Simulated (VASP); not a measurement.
# Ga9P8 (a cell with a defect) in VASP: notebook

Runs on Ga9P8 (a cell with a defect). Level: PBE. Tasks: single point.

All numbers are computed with VASP 6.6.1; they aren't measurements. Logs are shortened: lines on timing, memory, paths and dates and some standing lists are left out, and cuts for length are marked.

### 1 The cell of the first run

The cell holds a defect, 17 atoms: a = 7.785 Å, b = 7.785 Å, c = 7.785 Å, α = 60.00°, β = 60.00°, γ = 60.00°.

### 2 Single point, PBE

INCAR reads:

```
SYSTEM = Ga9P8
PREC = Accurate
ENCUT = 520
EDIFF = 1E-6
ISMEAR = 0
SIGMA = 0.02
LREAL = Auto
LASPH = .True.
NELM = 100
ALGO = Normal
ISIF = 2
LWAVE = .False.
LCHARG = .False.
GGA = PE
NBANDS = 92
```

KPOINTS reads:

```
regular mesh
0
Gamma
  2 2 2
  0 0 0
```

POSCAR reads:

```
Ga9P8
1.0
   -5.5051169764      5.5051169764      0.0000000000
   -5.5051169764      0.0000000000      5.5051169764
    0.0000000000      5.5051169764      5.5051169764
Ga P
9 8
Direct
    0.9863937539      0.9863677781      0.4813138415
    0.4888729906      1.0032558842      0.4983496285
    1.0033485253      0.4887819844      0.4983425442
    1.0033696875      1.0032839490     -0.0161797652
    0.4888592761      0.4888115024      0.5250897506
    0.4888907014      1.0296574122     -0.0160240918
    1.0296981017      0.4888745346     -0.0160355357
    0.5226458425      0.5225421208      0.0177762799
    0.7062965268      0.7062631033      1.2011414159
    0.8624170967      0.8623315400      0.3573815068
    0.3488651573      0.8868164874      0.3822715319
    0.8868598108      0.3488334595      0.3822587257
    0.8871139380      0.8870934116      0.8437689916
    0.3754860267      0.3753935673      0.3839990157
    0.3755054632      0.8887470550      0.8704944001
    0.8888488693      0.3754199972      0.8704868617
    0.3932838320      0.3932371481      0.8887014610
```

Potentials or basis: VASP PAW PBE potentials, release 64 (Ga_d, P).

Launch:

```console
> cat potpaw_PBE.64/Ga_d/POTCAR potpaw_PBE.64/P/POTCAR > POTCAR
> mpirun -np 1 vasp_std > vasp.out
```

OUTCAR:

```text
SYSTEM = Ga9P8
   PREC = Accurate
   ENCUT = 520
   EDIFF = 1E-6
   ISMEAR = 0
   LREAL = Auto
   LASPH = .True.
   NELM = 100
   ISIF = 2
   GGA = PE

 ion  position               nearest neighbor table
   1  0.986  0.986  0.481-  13 2.32  12 2.32  11 2.32  10 2.36
   2  0.489  0.003  0.498-  15 2.37  14 2.37  11 2.37  10 2.38
   3  0.003  0.489  0.498-  16 2.37  14 2.37  12 2.37  10 2.38
   4  0.003  0.003  0.984-  15 2.37  16 2.37  13 2.37  10 2.38
   5  0.489  0.489  0.525-  17 2.34  14 2.34  12 2.53  11 2.53   9 2.53
   6  0.489  0.030  0.984-  17 2.34  15 2.34   9 2.53  13 2.53  11 2.53
   7  0.030  0.489  0.984-  17 2.34  16 2.34   9 2.53  13 2.53  12 2.53
   8  0.523  0.523  0.018-  16 2.35  14 2.35  15 2.35  17 2.46
   9  0.706  0.706  0.201-  13 2.42  12 2.42  11 2.42   7 2.53   6 2.53   5 2.53
  10  0.862  0.862  0.357-   1 2.36   2 2.38   3 2.38   4 2.38
  11  0.349  0.887  0.382-   1 2.32   2 2.37   9 2.42   5 2.53   6 2.53
  12  0.887  0.349  0.382-   1 2.32   3 2.37   9 2.42   5 2.53   7 2.53
  13  0.887  0.887  0.844-   1 2.32   4 2.37   9 2.42   7 2.53   6 2.53
  14  0.375  0.375  0.384-   5 2.34   8 2.35   2 2.37   3 2.37
  15  0.376  0.889  0.870-   6 2.34   8 2.35   4 2.37   2 2.37
  16  0.889  0.375  0.870-   7 2.34   8 2.35   4 2.37   3 2.37
  17  0.393  0.393  0.889-   5 2.34   6 2.34   7 2.34   8 2.46

  LATTYP: Found a face centered cubic cell.
 ALAT       =    11.0102339528

  Lattice vectors:

 A1 = (  -5.5051169764,   5.5051169764,   0.0000000000)
 A2 = (  -5.5051169764,   0.0000000000,   5.5051169764)
 A3 = (   0.0000000000,   5.5051169764,   5.5051169764)

Analysis of symmetry for initial positions (statically):
=====================================================================
 Subroutine PRICEL returns:
 Original cell was already a primitive cell.

 Routine SETGRP: Setting up the symmetry group for a
 face centered cubic supercell.

 Subroutine GETGRP returns: Found  1 space group operations
 (whereof  1 operations were pure point group operations)
 out of a pool of 48 trial point group operations.

The static configuration has the point symmetry C_1 .

Analysis of symmetry for dynamics (positions and initial velocities):
=====================================================================
 Subroutine PRICEL returns:
 Original cell was already a primitive cell.

 Routine SETGRP: Setting up the symmetry group for a
 face centered cubic supercell.

 Subroutine GETGRP returns: Found  1 space group operations
 (whereof  1 operations were pure point group operations)
 out of a pool of 48 trial point group operations.

The dynamic configuration has the point symmetry C_1 .

 Subroutine INISYM returns: Found  1 space group operations
 (whereof  1 operations are pure point group operations),
 and found     1 'primitive' translations

----------------------------------------------------------------------------------------

                                     Primitive cell

  volume of cell :     333.6796

  direct lattice vectors                    reciprocal lattice vectors
    -5.505116976  5.505116976  0.000000000    -0.090824591  0.090824591 -0.090824591
    -5.505116976  0.000000000  5.505116976    -0.090824591 -0.090824591  0.090824591
     0.000000000  5.505116976  5.505116976     0.090824591  0.090824591  0.090824591

  length of vectors
     7.785411090  7.785411090  7.785411090     0.157312807  0.157312807  0.157312807

  position of ions in fractional coordinates (direct lattice)
     0.986393754  0.986367778  0.481313841
     0.488872991  0.003255884  0.498349629
     0.003348525  0.488781984  0.498342544
     0.003369687  0.003283949  0.983820235
     0.488859276  0.488811502  0.525089751
     0.488890701  0.029657412  0.983975908
[... 9 lines left out ...]
     0.888848869  0.375419997  0.870486862
     0.393283832  0.393237148  0.888701461

  ion indices of the primitive-cell ions
   primitive index   ion index
                 1           1
                 2           2
                 3           3
                 4           4
                 5           5
                 6           6
[... 9 lines left out ...]
                16          16
                17          17

----------------------------------------------------------------------------------------

 KPOINTS: regular mesh

Automatic generation of k-mesh.
 Grid dimensions read from file:
 generate k-points for:    2    2    2

 Generating k-lattice:

  Cartesian coordinates                     Fractional coordinates (reciprocal lattice)
    -0.045412296  0.045412296 -0.045412296     0.500000000  0.000000000  0.000000000
    -0.045412296 -0.045412296  0.045412296     0.000000000  0.500000000  0.000000000
     0.045412296  0.045412296  0.045412296     0.000000000  0.000000000  0.500000000

  Length of vectors
     0.078656403  0.078656403  0.078656403

  Shift w.r.t. Gamma in fractional coordinates (k-lattice)
     0.000000000  0.000000000  0.000000000

 Subroutine IBZKPT returns following result:
 ===========================================

 Found      8 irreducible k-points:

 Following reciprocal coordinates:
            Coordinates               Weight
  0.000000  0.000000  0.000000      1.000000
  0.500000  0.000000  0.000000      1.000000
  0.000000  0.500000  0.000000      1.000000
  0.000000  0.000000  0.500000      1.000000
  0.500000  0.500000  0.500000      1.000000
  0.500000  0.500000  0.000000      1.000000
  0.000000  0.500000  0.500000      1.000000
  0.500000  0.000000  0.500000      1.000000
   k-points           NKPTS =      8   k-points in BZ     NKDIM =      8   number of bands    NBANDS=     92
   number of dos      NEDOS =    301   number of ions     NIONS =     17
   total plane-waves  NPLWV = 216000
   dimension x,y,z NGX =    60 NGY =   60 NGZ =   60
   dimension x,y,z NGXF=   120 NGYF=  120 NGZF=  120
   ions per type =               9   8
   NGX,Y,Z   is equivalent  to a cutoff of  12.81, 12.81, 12.81 a.u.
   NGXF,Y,Z  is equivalent  to a cutoff of  25.62, 25.62, 25.62 a.u.
 SYSTEM =  Ga9P8
   PREC   = accura    normal or accurate (medium, high low for compatibility)
   ISTART =      0    job   : 0-new  1-cont  2-samecut
   ICHARG =      2    charge: 1-file 2-atom 10-const
   ISPIN  =      1    spin polarized calculation?
   LNONCOLLINEAR =      F non collinear calculations
   LSORBIT =      F    spin-orbit coupling
   LASPH  =      T    aspherical Exc in radial PAW
   ENCUT  =  520.0 eV  38.22 Ry    6.18 a.u.  14.48 14.48 14.48*2*pi/ulx,y,z
   NELM   =    100;   NELMIN=  2; NELMDL= -5     # of ELM steps
   EDIFF  = 0.1E-05   stopping-criterion for ELM
   LREAL  =      T    real-space projection
   EDIFFG = 0.1E-04   stopping-criterion for IOM
   NSW    =      0    number of steps for IOM
   IBRION =     -1    ionic relax: 0-MD 1-quasi-New 2-CG
   NFREE  =      0    steps in history (QN), initial steepest desc. (CG)
   ISIF   =      2    stress and relaxation
   ISYM   =      2    0-nonsym 1-usesym 2-fastsym
   POTIM  = 0.5000    time-step for ionic-motion
   TEBEG  =    0.0;   TEEND  =   0.0 temperature during run
   PSTRESS=    0.0 pullay stress
   NELECT =     157.0000    total number of electrons
   NUPDOWN=      -1.0000    fix difference up-down
   EMIN   =  10.00;   EMAX   =-10.00  energy-range for DOS
   EFERMI =   0.00;   METHOD = LEGACY
   ISMEAR =     0;   SIGMA  =   0.02  broadening in eV -4-tet -1-fermi 0-gaus
   EFERMI_NEDOS =   21; number of points for ismear=-14 and -15
   IALGO  =     38    algorithm
   IMIX   =      4    mixing-type and parameters
     AMIX     =   0.40;   BMIX     =  1.00
     AMIX_MAG =   1.60;   BMIX_MAG =  1.00
  volume/ion in A,a.u.               =      19.63       132.46
  Fermi-wavevector in a.u.,A,eV,Ry     =   1.273302  2.406192 22.059106  1.621299
  Thomas-Fermi vector in A             =   2.406133
   LORBIT       =      0    0 simple, 1 ext, 2 COOP (PROOUT), +10 PAW based schemes
   GGA     = PE    functional components
   LHFCALC =     F    Hartree Fock is set to
   AEXX    =    0.0000 exact exchange contribution
   IVDW    =     0    specifies the selected vdW correction
   LEPSILON=     F    determine dielectric tensor
   LRPA    =     F    only Hartree local field effects (RPA)
 non-spin polarized calculation
 Gauss-broadening in eV      SIGMA  =   0.02
  energy-cutoff  :      520.00
  volume of cell :      333.68
 maximum number of plane-waves:      9089
 NGX is ok and might be reduce to    60
   NGX = 29   NGY = 29   NGZ = 29

 number of electron     157.0000003 magnetization

 Free energy of the ion-electron system (eV)
  ---------------------------------------------------
  ext. energy  EPLUGINS =         0.00000000
  ---------------------------------------------------
  free energy    TOTEN  =       -71.06403592 eV

  energy without entropy =      -71.06132658  energy(sigma->0) =      -71.06268125

 E-fermi :   5.9941     XC(G=0): -10.0296

 val. band max:        5.9744988422   @ k =   0.0000   0.0000   0.5000
 cond. band min:       6.0108712675   @ k =   0.0000   0.0000   0.0000
 fundamental gap:      0.0363724253
 Fermi energy:         5.9940939010

 k-point     1 :       0.0000    0.0000    0.0000
  band No.  band energies     occupation
      1      -9.8932      2.00000
      2      -9.8629      2.00000
      3      -9.8620      2.00000
      4      -9.8444      2.00000
      5      -9.8439      2.00000
      6      -9.8402      2.00000
[... 82 lines left out ...]
     89       8.0260      0.00000
     90       8.0262      0.00000

 k-point     2 :       0.5000    0.0000    0.0000
  band No.  band energies     occupation
      1      -9.9083      2.00000
      2      -9.8613      2.00000
      3      -9.8589      2.00000
      4      -9.8360      2.00000
      5      -9.8339      2.00000
      6      -9.8303      2.00000
[... 547 lines left out ...]
     89       9.1714      0.00000
     90       9.2888      0.00000

 k-point     8 :       0.5000    0.0000    0.5000
  band No.  band energies     occupation
      1      -9.9052      2.00000
      2      -9.8598      2.00000
      3      -9.8528      2.00000
      4      -9.8456      2.00000
      5      -9.8307      2.00000
      6      -9.8264      2.00000
[... 82 lines left out ...]
     89       9.1714      0.00000
     90       9.2890      0.00000
 [bands above 90 left out]

------------------------ aborting loop because EDIFF is reached ----------------------------------------

  FORCE on cell =-STRESS in cart. coord.  units (eV):
  Direction    XX          YY          ZZ          XY          YZ          ZX
  --------------------------------------------------------------------------------------
  -------------------------------------------------------------------------------------
  Total       10.6135282     10.6121214     10.6116394      1.2966235     -1.2680659      1.2959980
  in kB       50.9613251     50.9545701     50.9522555      6.2257949     -6.0886747      6.2227915
  external PRESSURE =      50.9560503 kB  Pullay stress =       0.0000000 kB

 VOLUME and BASIS-vectors are now :
 -----------------------------------------------------------------------------
  energy-cutoff  :      520.00
  volume of cell :      333.68
      direct lattice vectors                 reciprocal lattice vectors
    -5.505116976  5.505116976  0.000000000    -0.090824591  0.090824591 -0.090824591
    -5.505116976  0.000000000  5.505116976    -0.090824591 -0.090824591  0.090824591
     0.000000000  5.505116976  5.505116976     0.090824591  0.090824591  0.090824591

 POSITION                                       TOTAL-FORCE (eV/Angst)
 -----------------------------------------------------------------------------------
    -10.86028      8.07990      8.07976         0.038960     -0.033688     -0.033831
     -2.70923      5.43478      2.76140         0.021418     -0.018182      0.005564
     -2.70924      2.76187      5.43424         0.021385      0.005440     -0.017846
     -0.03663      5.43460      5.43412        -0.003934     -0.019787     -0.019392
     -5.38219      5.58191      5.58165         0.007003     -0.030449     -0.030435
     -2.85467      8.10830      5.58017         0.028156     -0.005982     -0.029218
[... 9 lines left out ...]
     -6.95995      9.68535      6.85886         0.020555     -0.019249      0.007825
     -4.32989      7.05748      7.05722         0.045890     -0.051767     -0.051988
 -----------------------------------------------------------------------------------
    total drift:                                0.000956      0.001741      0.001170

  FREE ENERGIE OF THE ION-ELECTRON SYSTEM (eV)
  ---------------------------------------------------
  free  energy   TOTEN  =       -71.0640359201 eV

  energy  without entropy=      -71.0613265755  energy(sigma->0) =      -71.06268125
```

Run time: 5.5 min. Hardware: 1 thread of Intel Xeon 6975P-C (Granite Rapids), shared host; peak memory 0.54 GiB.

Results:

```yaml
Free_energy: -71.0640 eV
Pressure: 5.1 GPa
Largest_force: 0.597 eV/Å
Band_gap_on_the_k_mesh: zero (an odd number of electrons rules out a gap without spin polarisation)
```

Forces on the atoms (eV/Å):
```
Ga   0.039 -0.034 -0.034
Ga   0.021 -0.018  0.006
Ga   0.021  0.005 -0.018
Ga  -0.004 -0.020 -0.019
Ga   0.007 -0.030 -0.030
Ga   0.028 -0.006 -0.029
Ga   0.028 -0.029 -0.006
Ga   0.034 -0.035 -0.035
Ga  -0.342  0.346  0.346
P    0.028 -0.025 -0.025
P    0.039 -0.041  0.009
P    0.039  0.010 -0.041
P   -0.013 -0.042 -0.042
P   -0.014 -0.018 -0.018
P    0.020  0.009 -0.019
P    0.021 -0.019  0.008
P    0.046 -0.052 -0.052
```

Caveat: the k points lie up to 0.49 Å⁻¹ apart, too coarse for converged energies and pressures of a metal.

[end of part 1 of 2]
